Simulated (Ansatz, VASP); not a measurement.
**Os: VASP beside Ansatz**

```xyz
1
Lattice="0.0000 1.9706 1.9706 1.9706 0.0000 1.9706 1.9706 1.9706 0.0000" Properties=species:S:1:pos:R:3 pbc="T T T"
Os    0.0000    0.0000    0.0000
```

Change from the starting cell: volume scaled by 1.04.

Alike in both runs: task single point; functional PBEsol; k mesh 14 × 14 × 14; occupations fermi-dirac, width 0.05 eV; no spin polarisation.

```csv
,VASP,Ansatz
version,VASP 6.6.1,Ansatz 0.2.0
potentials or method,"VASP PAW PBE potentials, release 64 (Os), cutoff 600 eV","all-electron LAPW, scalar-relativistic"
```

```tsv
	VASP	Ansatz	Ansatz less VASP
pressure (GPa)	-31.6	-31.4	+0.18
```

VASP's potentials were made for PBE, not for PBEsol. Both programs put the cell under strong tension, so it lies far from rest at this level. Ansatz ran all-electron here, and VASP with PAW potentials.

Spin-orbit coupling is off throughout. Noted on VASP's run: the cell as given lies far from equilibrium.
